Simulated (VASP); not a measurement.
# Cu in VASP: notebook

Cu is run at these levels: PBEsol, PBE, r2SCAN50, BLYP; tasks: single point.

Program: VASP 6.6.1. These are calculated values, not measurements. Logs are shortened: lines on timing, memory, paths and dates and some standing lists are left out, and cuts for length are marked.

**1. The cell of the first run**

The typed cell holds 2 atoms: a = 2.506 Å, b = 2.516 Å, c = 4.171 Å, α = 89.32°, β = 89.41°, γ = 119.56°.

**2. Single point, PBEsol (the cell strained at random)**

Input file INCAR:

```
SYSTEM = Cu
PREC = Accurate
ENCUT = 520
EDIFF = 1E-6
ISMEAR = 1
SIGMA = 0.2
LREAL = .FALSE.
LASPH = .TRUE.
NELM = 60
ALGO = Fast
ISIF = 2
LWAVE = .FALSE.
LCHARG = .FALSE.
GGA = PS
NBANDS = 18
```

Input file KPOINTS:

```
regular mesh
0
G
  12 12 7
  0 0 0
```

Input file POSCAR:

```
Cu
1.0
    2.5056210000      0.0064180000      0.0131310000
   -1.2472520000      2.1854140000      0.0150950000
    0.0213100000      0.0405910000      4.1711940000
Cu
2
Direct
    0.6666666667      0.3333333333      0.7500000000
    0.3333333333      0.6666666667      0.2500000000
```

Potentials or basis: VASP PAW PBE potentials, release 64 (Cu).

On the command line:

```sh
> cat potpaw_PBE.64/Cu/POTCAR > POTCAR
> mpirun -np 1 vasp_std > vasp.out
```

OUTCAR:

```text
SYSTEM = Cu
   PREC = Accurate
   ENCUT = 520
   EDIFF = 1E-6
   ISMEAR = 1
   LREAL = .FALSE.
   LASPH = .TRUE.
   NELM = 60
   ISIF = 2
   GGA = PS

 ion  position               nearest neighbor table
   1  0.667  0.333  0.750-   2 2.52   2 2.52   2 2.54   2 2.54   2 2.56   2 2.57
   2  0.333  0.667  0.250-   1 2.52   1 2.52   1 2.54   1 2.54   1 2.56   1 2.57

  LATTYP: Found a triclinic cell.
 ALAT       =     2.5275317532
 B/A-ratio  =     0.9913480309
 C/A-ratio  =     1.6504029763
 COS(alpha) =     0.0103735890
 COS(beta)  =     0.0221483813
 COS(gamma) =     0.5001360171

  Lattice vectors:

 A1 = (  -1.2583690000,  -2.1918320000,  -0.0282260000)
 A2 = (  -2.5056210000,  -0.0064180000,  -0.0131310000)
 A3 = (  -0.0213100000,  -0.0405910000,  -4.1711940000)

Analysis of symmetry for initial positions (statically):
=====================================================================
 Subroutine PRICEL returns:
 Original cell was already a primitive cell.

 Routine SETGRP: Setting up the symmetry group for a
 triclinic supercell.

 Subroutine GETGRP returns: Found  2 space group operations
 (whereof  2 operations were pure point group operations)
 out of a pool of  2 trial point group operations.

The static configuration has the point symmetry S_2 .

Analysis of symmetry for dynamics (positions and initial velocities):
=====================================================================
 Subroutine PRICEL returns:
 Original cell was already a primitive cell.

 Routine SETGRP: Setting up the symmetry group for a
 triclinic supercell.

 Subroutine GETGRP returns: Found  2 space group operations
 (whereof  2 operations were pure point group operations)
 out of a pool of  2 trial point group operations.

The dynamic configuration has the point symmetry S_2 .

 Subroutine INISYM returns: Found  2 space group operations
 (whereof  2 operations are pure point group operations),
 and found     1 'primitive' translations

----------------------------------------------------------------------------------------

                                     Primitive cell

  volume of cell :      22.8713

  direct lattice vectors                    reciprocal lattice vectors
     2.505621000  0.006418000  0.013131000     0.398542242  0.227484019 -0.004249800
    -1.247252000  2.185414000  0.015095000    -0.001147191  0.456955158 -0.004440892
     0.021310000  0.040591000  4.171194000    -0.001250467 -0.002369784  0.239768958

  length of vectors
     2.505663627  2.516326641  4.171445928     0.458914980  0.456978177  0.239783929

  position of ions in fractional coordinates (direct lattice)
     0.666666667  0.333333333  0.750000000
     0.333333333  0.666666667  0.250000000

  ion indices of the primitive-cell ions
   primitive index   ion index
                 1           1
                 2           2

----------------------------------------------------------------------------------------

 KPOINTS: regular mesh

Automatic generation of k-mesh.
 Grid dimensions read from file:
 generate k-points for:   12   12    7

 Generating k-lattice:

  Cartesian coordinates                     Fractional coordinates (reciprocal lattice)
     0.033211854  0.018957002 -0.000354150     0.083333333  0.000000000 -0.000000000
    -0.000095599  0.038079596 -0.000370074     0.000000000  0.083333333 -0.000000000
    -0.000178638 -0.000338541  0.034252708     0.000000000 -0.000000000  0.142857143

  Length of vectors
     0.038242915  0.038081515  0.034254847

  Shift w.r.t. Gamma in fractional coordinates (k-lattice)
     0.000000000  0.000000000  0.000000000

 Subroutine IBZKPT returns following result:
 ===========================================

 Found    506 irreducible k-points:

 Following reciprocal coordinates:
            Coordinates               Weight
  0.000000  0.000000  0.000000      1.000000
  0.083333 -0.000000  0.000000      2.000000
  0.166667 -0.000000  0.000000      2.000000
  0.250000 -0.000000  0.000000      2.000000
  0.333333 -0.000000  0.000000      2.000000
  0.416667 -0.000000  0.000000      2.000000
[... 16 lines left out ...]
  0.250000  0.166667  0.000000      2.000000
  0.333333  0.166667  0.000000      2.000000
 [... further k-points ...]
   k-points           NKPTS =    506   k-points in BZ     NKDIM =    506   number of bands    NBANDS=     18
   number of dos      NEDOS =    301   number of ions     NIONS =      2
   total plane-waves  NPLWV =  12800
   dimension x,y,z NGX =    20 NGY =   20 NGZ =   32
   dimension x,y,z NGXF=    40 NGYF=   40 NGZF=   64
   ions per type =               2
   NGX,Y,Z   is equivalent  to a cutoff of  13.27, 13.21, 12.75 a.u.
   NGXF,Y,Z  is equivalent  to a cutoff of  26.54, 26.43, 25.51 a.u.
 SYSTEM =  Cu
   PREC   = accura    normal or accurate (medium, high low for compatibility)
   ISTART =      0    job   : 0-new  1-cont  2-samecut
   ICHARG =      2    charge: 1-file 2-atom 10-const
   ISPIN  =      1    spin polarized calculation?
   LNONCOLLINEAR =      F non collinear calculations
   LSORBIT =      F    spin-orbit coupling
   LASPH  =      T    aspherical Exc in radial PAW
   ENCUT  =  520.0 eV  38.22 Ry    6.18 a.u.   4.66  4.68  7.76*2*pi/ulx,y,z
   NELM   =     60;   NELMIN=  2; NELMDL= -5     # of ELM steps
   EDIFF  = 0.1E-05   stopping-criterion for ELM
   LREAL  =      F    real-space projection
   EDIFFG = 0.1E-04   stopping-criterion for IOM
   NSW    =      0    number of steps for IOM
   IBRION =     -1    ionic relax: 0-MD 1-quasi-New 2-CG
   NFREE  =      0    steps in history (QN), initial steepest desc. (CG)
   ISIF   =      2    stress and relaxation
   ISYM   =      2    0-nonsym 1-usesym 2-fastsym
   POTIM  = 0.5000    time-step for ionic-motion
   TEBEG  =    0.0;   TEEND  =   0.0 temperature during run
   PSTRESS=    0.0 pullay stress
   NELECT =      22.0000    total number of electrons
   NUPDOWN=      -1.0000    fix difference up-down
   EMIN   =  10.00;   EMAX   =-10.00  energy-range for DOS
   EFERMI =   0.00;   METHOD = LEGACY
   ISMEAR =     1;   SIGMA  =   0.20  broadening in eV -4-tet -1-fermi 0-gaus
   EFERMI_NEDOS =   21; number of points for ismear=-14 and -15
   IALGO  =     68    algorithm
   IMIX   =      4    mixing-type and parameters
     AMIX     =   0.40;   BMIX     =  1.00
     AMIX_MAG =   1.60;   BMIX_MAG =  1.00
  volume/ion in A,a.u.               =      11.44        77.17
  Fermi-wavevector in a.u.,A,eV,Ry     =   1.616040  3.053873 35.532791  2.611586
  Thomas-Fermi vector in A             =   2.710691
   LORBIT       =      0    0 simple, 1 ext, 2 COOP (PROOUT), +10 PAW based schemes
   GGA     = PS    functional components
   LHFCALC =     F    Hartree Fock is set to
   AEXX    =    0.0000 exact exchange contribution
   IVDW    =     0    specifies the selected vdW correction
   LEPSILON=     F    determine dielectric tensor
   LRPA    =     F    only Hartree local field effects (RPA)
 non-spin polarized calculation
 RMM-DIIS sequential band-by-band and
 Methfessel and Paxton  Order N= 1 SIGMA  =   0.20
  energy-cutoff  :      520.00
  volume of cell :       22.87
 maximum number of plane-waves:       628
   NGX =  9   NGY =  9   NGZ = 15

 number of electron      21.9999996 magnetization

 Free energy of the ion-electron system (eV)
  ---------------------------------------------------
  ext. energy  EPLUGINS =         0.00000000
  ---------------------------------------------------
  free energy    TOTEN  =        -8.57880966 eV

  energy without entropy =       -8.57684279  energy(sigma->0) =       -8.57815403

 E-fermi :   7.7579     XC(G=0): -13.0963

 val. band max:        7.7493118928   @ k =  -0.4167   0.0833   0.4286
 cond. band min:       7.7598428963   @ k =   0.2500   0.2500   0.2857
 fundamental gap:      0.0105310034
 Fermi energy:         7.7579107048

 k-point     1 :       0.0000    0.0000    0.0000
  band No.  band energies     occupation
      1      -1.8326      2.00000
      2       2.4958      2.00000
      3       4.6169      2.00000
      4       4.7033      2.00000
      5       4.7816      2.00000
      6       4.9143      2.00000
[... 10 lines left out ...]
     17      31.6720      0.00000
     18      31.7948      0.00000

 k-point     2 :       0.0833   -0.0000    0.0000
  band No.  band energies     occupation
      1      -1.6004      2.00000
      2       2.6342      2.00000
      3       4.5296      2.00000
      4       4.7880      2.00000
      5       4.8469      2.00000
      6       4.8992      2.00000
[... 10 lines left out ...]
     17      31.8681      0.00000
     18      32.8469      0.00000

 k-point     3 :       0.1667   -0.0000    0.0000
  band No.  band energies     occupation
      1      -0.9203      2.00000
      2       2.9850      2.00000
      3       4.3497      2.00000
      4       4.5061      2.00000
      5       4.7535      2.00000
      6       5.0115      2.00000
[... 10 lines left out ...]
     17      29.7847      0.00000
     18      32.0321      0.00000

 k-point     4 :       0.2500   -0.0000    0.0000
  band No.  band energies     occupation
      1       0.1444      2.00000
      2       3.3067      2.00000
      3       3.9554      2.00000
      4       4.2298      2.00000
      5       4.6528      2.00000
      6       4.9738      2.00000
[... 375 lines left out ...]
      4       3.9654      2.00000
      5       4.6890      2.00000
      6       4.7230      2.00000
[... 10 lines left out ...]
     17      26.7061      0.00000
     18      27.6735      0.00000

 k-point    23 :       0.2500    0.1667    0.0000
  band No.  band energies     occupation
      1       1.9292      2.00000
      2       3.5726      2.00000
      3       3.5942      2.00000
      4       3.9293      2.00000
      5       4.5988      2.00000
      6       4.7919      2.00000
[... 10 lines left out ...]
     17      24.4543      0.00000
     18      25.5978      0.00000

 k-point    24 :       0.3333    0.1667    0.0000
  band No.  band energies     occupation
      1       2.8674      2.00000
      2       3.4220      2.00000
      3       3.4493      2.00000
      4       4.1120      2.00000
      5       4.5679      2.00000
      6       4.7635      2.00000
[... 10 lines left out ...]
     17      21.4082      0.00000
     18      25.0358      0.00000

 [... further k-points ...]
[... 5 lines left out ...]
  --------------------------------------------------------------------------------------
  -------------------------------------------------------------------------------------
  Total        0.0980918     -0.0034556     -0.4249983     -0.0287798     -0.0875391     -0.0474069
  in kB        6.8715201     -0.2420731    -29.7719422     -2.0160826     -6.1322819     -3.3209422
  external PRESSURE =      -7.7141651 kB  Pullay stress =       0.0000000 kB

 VOLUME and BASIS-vectors are now :
 -----------------------------------------------------------------------------
  energy-cutoff  :      520.00
  volume of cell :       22.87
      direct lattice vectors                 reciprocal lattice vectors
     2.505621000  0.006418000  0.013131000     0.398542242  0.227484019 -0.004249800
    -1.247252000  2.185414000  0.015095000    -0.001147191  0.456955158 -0.004440892
     0.021310000  0.040591000  4.171194000    -0.001250467 -0.002369784  0.239768958

 POSITION                                       TOTAL-FORCE (eV/Angst)
 -----------------------------------------------------------------------------------
      1.27065      0.76319      3.14218         0.003744     -0.010152      0.001625
      0.00903      1.46923      1.05724        -0.003744      0.010152     -0.001625
 -----------------------------------------------------------------------------------
    total drift:                                0.000000     -0.000000      0.000000

  FREE ENERGIE OF THE ION-ELECTRON SYSTEM (eV)
  ---------------------------------------------------
  free  energy   TOTEN  =        -8.5788096581 eV

  energy  without entropy=       -8.5768427856  energy(sigma->0) =       -8.57815403
```

Run time: 79 s. Hardware: 1 thread of Intel Xeon 6975P-C (Granite Rapids), shared host; peak memory 0.27 GiB.

What came out:

* Free energy: -8.5788 eV
* Pressure: -0.8 GPa
* Largest force: 0.011 eV/Å
* Band gap on the k mesh: zero (band 11 reaches 11.90 eV, above the bottom of band 12 at 5.90 eV)

Forces on the atoms (eV/Å):
```
Cu   0.004 -0.010  0.002
Cu  -0.004  0.010 -0.002
```

Stress tensor (GPa, compression positive):
```
 0.69 -0.20 -0.33
-0.20 -0.02 -0.61
-0.33 -0.61 -2.98
```

Caveat: the cell differs from its parent crystal (the cell strained at random); the PAW data sets were made with another functional, which shifts forces and pressure a little.

**3. Single point, PBE**

Input file INCAR:

```
PREC = Accurate
ENCUT = 700
EDIFF = 1E-6
ISMEAR = -1
SIGMA = 0.1
LREAL = False
LASPH = True
NELM = 120
ALGO = Normal
ISIF = 2
LWAVE = False
LCHARG = False
GGA = PE
NBANDS = 26
GGA_COMPAT = False
```

Input file KPOINTS:

```
regular mesh
0
Gamma
  10 10 6
```

Input file POSCAR:

```
Cu
1.0
    2.5340966698      0.0000000000      0.0000000000
   -1.2670483349      2.1945920917      0.0000000000
    0.0000000000      0.0000000000      4.1125710000
Cu
2
Direct
    0.6666666667      0.3333333333      0.7500000000
    0.3333333333      0.6666666667      0.2500000000
```

Potentials or basis: VASP PAW PBE potentials, release 64 (Cu_sv_GW).

On the command line:

```sh
> cat potpaw_PBE.64/Cu_sv_GW/POTCAR > POTCAR
> mpirun -np 1 vasp_std > vasp.out
```

OUTCAR:

```text
PREC = Accurate
   ENCUT = 700
   EDIFF = 1E-6
   ISMEAR = -1
   LREAL = False
   LASPH = True
   NELM = 120
   ISIF = 2
   GGA = PE

 ion  position               nearest neighbor table
   1  0.667  0.333  0.750-   2 2.52   2 2.52   2 2.52   2 2.52   2 2.52   2 2.52
   2  0.333  0.667  0.250-   1 2.52   1 2.52   1 2.52   1 2.52   1 2.52   1 2.52

  LATTYP: Found a hexagonal cell.
 ALAT       =     2.5340966698
 C/A-ratio  =     1.6228942838

  Lattice vectors:

 A1 = (   2.5340966698,   0.0000000000,   0.0000000000)
[... 191 lines left out ...]
      4     -61.9942      2.00000
      5     -61.9942      2.00000
      6     -61.9774      2.00000
[... 685 lines left out ...]
     25      22.5407      0.00000
     26      25.5128      0.00000

 [... further k-points ...]
[... 5 lines left out ...]
  --------------------------------------------------------------------------------------
  -------------------------------------------------------------------------------------
  Total        0.2700030      0.2700030      0.3610502      0.0000000      0.0000000      0.0000000
  in kB       18.9142341     18.9142341     25.2922687      0.0000000      0.0000000      0.0000000
  external PRESSURE =      21.0402457 kB  Pullay stress =       0.0000000 kB

 VOLUME and BASIS-vectors are now :
 -----------------------------------------------------------------------------
  energy-cutoff  :      700.00
  volume of cell :       22.87
      direct lattice vectors                 reciprocal lattice vectors
     2.534096670  0.000000000  0.000000000     0.394617937  0.227832772  0.000000000
    -1.267048335  2.194592092  0.000000000     0.000000000  0.455665544  0.000000000
     0.000000000  0.000000000  4.112571000     0.000000000  0.000000000  0.243156896

 POSITION                                       TOTAL-FORCE (eV/Angst)
 -----------------------------------------------------------------------------------
      1.26705      0.73153      3.08443        -0.000000      0.000000      0.000000
     -0.00000      1.46306      1.02814         0.000000      0.000000      0.000000
 -----------------------------------------------------------------------------------
    total drift:                               -0.000001      0.000000     -0.000000

  FREE ENERGIE OF THE ION-ELECTRON SYSTEM (eV)
  ---------------------------------------------------
  free  energy   TOTEN  =        -7.5446227539 eV

  energy  without entropy=       -7.5155420929  energy(sigma->0) =       -7.53008242
```

OSZICAR:

```text
N       E                     dE             d eps       ncg     rms          rms(c)
DAV:   1     0.802841260683E+03    0.80284E+03   -0.29693E+04  4400   0.596E+03
DAV:   2     0.655819120444E+02   -0.73726E+03   -0.71085E+03  4688   0.140E+03
DAV:   3    -0.644707561454E+01   -0.72029E+02   -0.70296E+02  5324   0.542E+02
DAV:   4    -0.911242289219E+01   -0.26653E+01   -0.26366E+01  5022   0.985E+01
DAV:   5    -0.923511701310E+01   -0.12269E+00   -0.12268E+00  5014   0.169E+01    0.118E+01
DAV:   6    -0.864101707055E+01    0.59410E+00   -0.15050E+01  4092   0.235E+02    0.759E+00
DAV:   7    -0.757378900917E+01    0.10672E+01   -0.47136E+00  4184   0.131E+02    0.246E+00
DAV:   8    -0.754558487884E+01    0.28204E-01   -0.77832E-02  5372   0.688E+00    0.345E-01
DAV:   9    -0.754487383038E+01    0.71105E-03   -0.92138E-03  4628   0.521E+00    0.145E-01
DAV:  10    -0.754462183658E+01    0.25199E-03   -0.84283E-04  5256   0.157E+00    0.636E-03
DAV:  11    -0.754462411921E+01   -0.22826E-05   -0.12753E-05  4630   0.145E-01    0.817E-03
DAV:  12    -0.754462289359E+01    0.12256E-05   -0.93173E-07  2104   0.743E-02    0.632E-04
DAV:  13    -0.754462275385E+01    0.13974E-06   -0.47725E-07  2074   0.193E-02
   1 F= -.75446228E+01 E0= -.75300824E+01  d E =-.290807E-01
```

Run time: 32 s. Hardware: 1 thread of AMD EPYC 9R45 (Zen 5), shared host; peak memory 0.16 GiB.

What came out:

| Item | Value |
| --- | --- |
| Free energy | -7.5446 eV |
| Pressure | 2.1 GPa |
| Band gap on the k mesh | zero (band 19 reaches 11.08 eV, above the bottom of band 20 at 6.03 eV) |

Stress tensor (GPa, compression positive):
```
1.89 0.00 0.00
0.00 1.89 0.00
0.00 0.00 2.53
```

(Part 1 of 2 ends here.)
